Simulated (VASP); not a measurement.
# SnTe (F-43m) in VASP: settings compared, part 2 of 2

VASP 6.6.1. Earlier steps stand in the parts before.

## 4. Single point, PBEsol, non-collinear spin, zero start, spin-orbit coupling

This run uses another cell than the first one, of 47.09 Å³/atom.

INCAR reads:

```
SYSTEM = SnTe
PREC = Accurate
ENCUT = 520
EDIFF = 1E-6
ISMEAR = -1
SIGMA = 0.05
LREAL = .False.
LASPH = .True.
NELM = 150
ALGO = Normal
ISIF = 2
LWAVE = .False.
LCHARG = .False.
MAGMOM = 0 0 0 0 0 0
LORBIT = 11
LSORBIT = .True.
GGA_COMPAT = .False.
LORBMOM = .True.
GGA = PS
NBANDS = 32
```

KPOINTS reads:

```
regular mesh
0
Gamma
  6 6 6
  0 0 0
```

POSCAR reads:

```
SnTe
1.0
    0.0000000000      3.6111460000      3.6111460000
    3.6111460000      0.0000000000      3.6111460000
    3.6111460000      3.6111460000      0.0000000000
Te Sn
1 1
Direct
    0.2500000000      0.2500000000      0.2500000000
    0.0000000000      0.0000000000      0.0000000000
```

Potentials or basis: VASP PAW PBE potentials, release 64 (Te, Sn_d).

Started as:

```sh
$ cat potpaw_PBE.64/Te/POTCAR potpaw_PBE.64/Sn_d/POTCAR > POTCAR
$ mpirun -np 1 vasp_ncl > vasp.out
```

OUTCAR:

```text
SYSTEM = SnTe
   PREC = Accurate
   ENCUT = 520
   EDIFF = 1E-6
   ISMEAR = -1
   LREAL = .False.
   LASPH = .True.
   NELM = 150
   ISIF = 2
   LORBIT = 11
   LSORBIT = .True.
   GGA = PS

 ion  position               nearest neighbor table
   1  0.250  0.250  0.250-   2 3.13   2 3.13   2 3.13   2 3.13
   2  0.000  0.000  0.000-   1 3.13   1 3.13   1 3.13   1 3.13

  LATTYP: Found a face centered cubic cell.
 ALAT       =     7.2222920000

  Lattice vectors:

 A1 = (   0.0000000000,   3.6111460000,   3.6111460000)
 A2 = (   3.6111460000,   0.0000000000,   3.6111460000)
 A3 = (   3.6111460000,   3.6111460000,   0.0000000000)

Analysis of symmetry for initial positions (statically):
=====================================================================
 Subroutine PRICEL returns:
 Original cell was already a primitive cell.

 Routine SETGRP: Setting up the symmetry group for a
 face centered cubic supercell.

 Subroutine GETGRP returns: Found 24 space group operations
 (whereof 24 operations were pure point group operations)
 out of a pool of 48 trial point group operations.

The static configuration has the point symmetry T_d .

Analysis of symmetry for dynamics (positions and initial velocities):
=====================================================================
 Subroutine PRICEL returns:
 Original cell was already a primitive cell.

 Routine SETGRP: Setting up the symmetry group for a
 face centered cubic supercell.

 Subroutine GETGRP returns: Found 24 space group operations
 (whereof 24 operations were pure point group operations)
 out of a pool of 48 trial point group operations.

The dynamic configuration has the point symmetry T_d .

Analysis of structural, dynamic, and magnetic symmetry:
=====================================================================
 Subroutine PRICEL returns:
 Original cell was already a primitive cell.

 Routine SETGRP: Setting up the symmetry group for a
 face centered cubic supercell.

[... 974 lines left out ...]
 # of ion     p       d       tot
 ----------------------------------------
  1        -0.000  -0.000  -0.000
  2         0.000   0.000   0.000
 ----------------------------------------
            0.000   0.000   0.000

 orbital moment (z)

 # of ion     p       d       tot
 ----------------------------------------
  1         0.000   0.000   0.000
  2         0.000   0.000   0.000
 ----------------------------------------
            0.000   0.000   0.000

 Spin-Orbit-Coupling matrix elements

 Ion:    1  E_soc:     -0.2293804
 l=   1
     0.0000000    -0.0382299    -0.0382299
    -0.0382299     0.0000000    -0.0382299
    -0.0382299    -0.0382299     0.0000000
 l=   2
     0.0000000     0.0000090     0.0000000     0.0000090    -0.0000091
     0.0000090     0.0000000    -0.0000068     0.0000090    -0.0000023
     0.0000000    -0.0000068     0.0000000    -0.0000068     0.0000000
     0.0000090     0.0000090    -0.0000068     0.0000000    -0.0000023
    -0.0000091    -0.0000023     0.0000000    -0.0000023     0.0000000
 l=   3
     0.0000000     0.0000000     0.0000000     0.0000000     0.0000000     0.0000000     0.0000000
     0.0000000     0.0000000     0.0000000     0.0000000     0.0000000     0.0000000     0.0000000
     0.0000000     0.0000000     0.0000000     0.0000000     0.0000000     0.0000000     0.0000000
     0.0000000     0.0000000     0.0000000     0.0000000     0.0000000     0.0000000     0.0000000
     0.0000000     0.0000000     0.0000000     0.0000000     0.0000000     0.0000000     0.0000000
     0.0000000     0.0000000     0.0000000     0.0000000     0.0000000     0.0000000     0.0000000
     0.0000000     0.0000000     0.0000000     0.0000000     0.0000000     0.0000000     0.0000000

 Ion:    2  E_soc:     -0.1056711
 l=   1
     0.0000000    -0.0114548    -0.0114548
    -0.0114548     0.0000000    -0.0114548
    -0.0114548    -0.0114548     0.0000000
 l=   2
     0.0000000    -0.0012476     0.0000000    -0.0012476    -0.0049095
    -0.0012476     0.0000000    -0.0036821    -0.0012476    -0.0012274
     0.0000000    -0.0036821     0.0000000    -0.0036821     0.0000000
    -0.0012476    -0.0012476    -0.0036821     0.0000000    -0.0012274
    -0.0049095    -0.0012274     0.0000000    -0.0012274     0.0000000
 l=   3
     0.0000000     0.0000000     0.0000000     0.0000000     0.0000000     0.0000000     0.0000000
     0.0000000     0.0000000     0.0000000     0.0000000     0.0000000     0.0000000     0.0000000
     0.0000000     0.0000000     0.0000000     0.0000000     0.0000000     0.0000000     0.0000000
     0.0000000     0.0000000     0.0000000     0.0000000     0.0000000     0.0000000     0.0000000
     0.0000000     0.0000000     0.0000000     0.0000000     0.0000000     0.0000000     0.0000000
     0.0000000     0.0000000     0.0000000     0.0000000     0.0000000     0.0000000     0.0000000
     0.0000000     0.0000000     0.0000000     0.0000000     0.0000000     0.0000000     0.0000000

 total charge

# of ion       s       p       d       tot
------------------------------------------
    1        1.395   1.939   0.016   3.350
    2        1.388   0.705   9.959  12.052
--------------------------------------------------
tot          2.783   2.645   9.974  15.402

 magnetization (x)

# of ion       s       p       d       tot
------------------------------------------
    1        0.000   0.000  -0.000   0.000
    2       -0.000  -0.000   0.000  -0.000
--------------------------------------------------
tot         -0.000  -0.000  -0.000  -0.000

 magnetization (y)

# of ion       s       p       d       tot
------------------------------------------
    1        0.000   0.000  -0.000  -0.000
    2       -0.000   0.000   0.000   0.000
--------------------------------------------------
tot         -0.000   0.000  -0.000  -0.000

 magnetization (z)

# of ion       s       p       d       tot
------------------------------------------
    1       -0.000  -0.000  -0.000  -0.000
    2       -0.000  -0.000  -0.000  -0.000
--------------------------------------------------
tot         -0.000  -0.000  -0.000  -0.000
```

It took 1.9 min on 1 thread of Intel Xeon 6975P-C (Granite Rapids), shared host; peak memory 0.53 GiB.

What came out:

```yaml
Free_energy: -7.7676 eV
Pressure: -1.4 GPa
Net_moment: 0.00 μB per cell
Valence_electrons_inside_the_program's_atomic_spheres: Te 3.35; Sn 12.05
```

Moments on the atoms (μB; x, y, z):
```
Te  0.00 0.00 0.00
Sn  0.00 0.00 0.00
```

Caveat: the PAW data sets were made with another functional, which shifts forces and pressure a little.

## 5. Single point, PBEsol, non-collinear spin, zero start, spin-orbit coupling

This run uses another cell than the first one, of 47.09 Å³/atom.

INCAR reads:

```
  PREC = Accurate
  ENCUT = 520
  EDIFF = 1E-6
  ISMEAR = -1
  SIGMA = 0.05
  LREAL = False
  LASPH = True
  NELM = 150
  ALGO = Normal
  ISIF = 2
  LWAVE = False
  LCHARG = False
  LNONCOLLINEAR = True
  MAGMOM = 0 0 0 0 0 0
  LORBIT = 11
  LSORBIT = True
  GGA_COMPAT = False
  LORBMOM = True
  GGA = PS
  NBANDS = 32
```

KPOINTS reads:

```
regular mesh
0
Gamma
  7 7 7
```

POSCAR is that of step 4.

Started as:

```sh
$ cat potpaw_PBE.64/Te/POTCAR potpaw_PBE.64/Sn_d/POTCAR > POTCAR
$ mpirun -np 1 vasp_ncl > vasp.out
```

Run time: 2.5 min. Hardware: 1 thread of Intel Xeon 6975P-C (Granite Rapids), shared host; peak memory 0.56 GiB.

Results (log left out):

```yaml
Free_energy: -7.7673 eV
Pressure: -1.4 GPa
Net_moment: 0.00 μB per cell
Valence_electrons_inside_the_program's_atomic_spheres: Te 3.35; Sn 12.05
```

Moments on the atoms (μB; x, y, z):
```
Te  0.00 0.00 0.00
Sn  0.00 0.00 0.00
```

Caveat: the PAW data sets were made with another functional, which shifts forces and pressure a little.

## 6. Single point, PBEsol, non-collinear spin, zero start, spin-orbit coupling

This run uses another cell than the first one, of 47.09 Å³/atom.

INCAR reads:

```
PREC = Accurate ; ENCUT = 520
EDIFF = 1E-7 ; ISMEAR = -1
SIGMA = 0.05 ; LREAL = F
LASPH = T ; NELM = 150
ALGO = Normal ; ISIF = 2
LWAVE = F ; LCHARG = F
MAGMOM = 0 0 0 0 0 0 ; LORBIT = 11
LSORBIT = T ; GGA_COMPAT = F
LORBMOM = T ; GGA = PS
NBANDS = 32
```

KPOINTS reads:

```
Automatic mesh
0
Gamma
  9 9 9
```

POSCAR is that of step 5.

Potentials or basis: VASP PAW PBE potentials, release 64 (Te, Sn_d).

Started as:

```sh
$ cat potpaw_PBE.64/Te/POTCAR potpaw_PBE.64/Sn_d/POTCAR > POTCAR
$ mpirun -np 1 vasp_ncl > vasp.out
```

Run time: 4.2 min. Hardware: 1 thread of Intel Xeon 6975P-C (Granite Rapids), shared host; peak memory 0.64 GiB.

The run converged. Its results:

| Property | Result |
| --- | --- |
| Free energy | -7.7686 eV |
| Pressure | -1.4 GPa |
| Net moment | 0.00 μB per cell |
| Valence electrons inside the program's atomic spheres | Te 3.35; Sn 12.05 |

Moments on the atoms (μB; x, y, z):
```
Te  0.00 0.00 0.00
Sn  0.00 0.00 0.00
```

Caveat: the PAW data sets were made with another functional, which shifts forces and pressure a little.

## 7. Summary

| level | spin | cell | k mesh | smearing | grid for exact exchange (PRECFOCK) | share of exact exchange | gap on the mesh (eV) | pressure (GPa) | moment (μB) |
| --- | --- | --- | --- | --- | --- | --- | --- | --- | --- |
| r2SCAN | off | a = 5.207 Å, angles 60.0°, 2 atoms | 7 × 7 × 7 | fermi-dirac 0.05 eV | - | - | 0.54 | -1.9 | - |
| PBE0+D3(BJ) | off | a = 5.501 Å, angles 60.0°, 2 atoms | 4 × 4 × 4 | gaussian 0.01 eV | Normal | 0.25 | 1.54 | -4.9 | - |
| PBEsol | non-collinear, zero start, SOC | a = 5.107 Å, angles 60.0°, 2 atoms | 6 × 6 × 6 | fermi-dirac 0.05 eV | - | - | - | -1.4 | 0.00 |
| PBEsol | non-collinear, zero start, SOC | a = 5.107 Å, angles 60.0°, 2 atoms | 7 × 7 × 7 | fermi-dirac 0.05 eV | - | - | - | -1.4 | 0.00 |
| PBEsol | non-collinear, zero start, SOC | a = 5.107 Å, angles 60.0°, 2 atoms | 9 × 9 × 9 | fermi-dirac 0.05 eV | - | - | - | -1.4 | 0.00 |

Alike in all rows: task single point; potentials or basis VASP PAW PBE potentials, release 64 (Te, Sn_d); cutoff (eV) 520.

Caveats: the PAW data sets were made with another functional, which shifts forces and pressure a little; spin-orbit coupling is left out, which moves the levels of the heavy elements (at least some runs); an odd mesh through Γ misses points on the zone boundary, where band edges can lie (at least some runs); the cell stands under tension (at least some runs).

Total energies depend on the potentials used, so only differences within one code and one set of settings carry meaning.
